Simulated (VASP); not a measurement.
Write the native input for VASP 6.6.1 that does the following.

```yaml
Task: single point
Functional: r2SCAN
Potentials_or_basis: VASP PAW PBE potentials, release 64 (W_sv, Se)
Cutoff: 520 eV
k_mesh: 9 × 9 × 2
Occupations: fermi-dirac, width 0.1 eV
Spin: no spin polarisation
Dipole_correction: no
Further_INCAR_settings: ALGO = Normal; EDIFF = 1e-07; NBANDS = 35
```

WSe2:

```
W Se
1.0
     1.68822    2.92409    0.00000
    -1.68822    2.92409    0.00000
     0.00000    0.00000   13.27220
W Se
2 4
Direct
  0.33333 0.33334 0.25000
  0.66667 0.66666 0.75000
  0.33333 0.33334 0.62000
  0.66667 0.66666 0.12000
  0.33333 0.33334 0.88000
  0.66667 0.66666 0.38000
```

The input as run:

POSCAR

```
WSe2
1.0
    1.6882240000      2.9240890000      0.0000000000
   -1.6882240000      2.9240890000      0.0000000000
    0.0000000000      0.0000000000     13.2722010000
W Se
2 4
Direct
    0.3333300000      0.3333400000      0.2500000000
    0.6666700000      0.6666600000      0.7500000000
    0.3333300000      0.3333400000      0.6200000000
    0.6666700000      0.6666600000      0.1200000000
    0.3333300000      0.3333400000      0.8800000000
    0.6666700000      0.6666600000      0.3800000000
```

INCAR.step1

```
SYSTEM = WSe2
ALGO = Normal
EDIFF = 1E-4
ENCUT = 520
GGA = PE
ISMEAR = -1
LASPH = .TRUE.
LCHARG = .FALSE.
LREAL = .FALSE.
LWAVE = .TRUE.
NBANDS = 35
NELM = 60
PREC = Accurate
SIGMA = 0.1
```

INCAR.step2

```
SYSTEM = WSe2
ALGO = Normal
EDIFF = 1E-7
ENCUT = 520
ISIF = 2
ISMEAR = -1
ISTART = 1
LASPH = .TRUE.
LCHARG = .FALSE.
LMIXTAU = .TRUE.
LREAL = .FALSE.
LWAVE = .FALSE.
METAGGA = R2SCAN
NBANDS = 35
NELM = 60
PREC = Accurate
SIGMA = 0.1
```

KPOINTS

```
k-points
0
G
  9 9 2
  0 0 0
```

Potentials or basis: VASP PAW PBE potentials, release 64 (W_sv, Se).

Run with:

```sh
$ cat potpaw_PBE.64/W_sv/POTCAR potpaw_PBE.64/Se/POTCAR > POTCAR
$ cp INCAR.step1 INCAR
$ mpirun -np 1 vasp_std > vasp.out
$ cp INCAR.step2 INCAR
$ mpirun -np 1 vasp_std > vasp.out
```

Results of the run:

| Property | Result |
| --- | --- |
| Pressure | -8.3 GPa |
| Largest force | 1.401 eV/Å |
| Band gap on the k mesh | 1.18 eV (least direct gap 1.48 eV) |

Caveat: the cell stands under tension; the PAW data sets were made with another functional, which shifts forces and pressure a little; spin-orbit coupling is left out, which moves the levels of the heavy elements.

Run time: 8.3 min on 1 thread of Intel(R) Xeon(R) 6975P-C (Granite Rapids), on a shared host, peak memory 0.41 GiB.
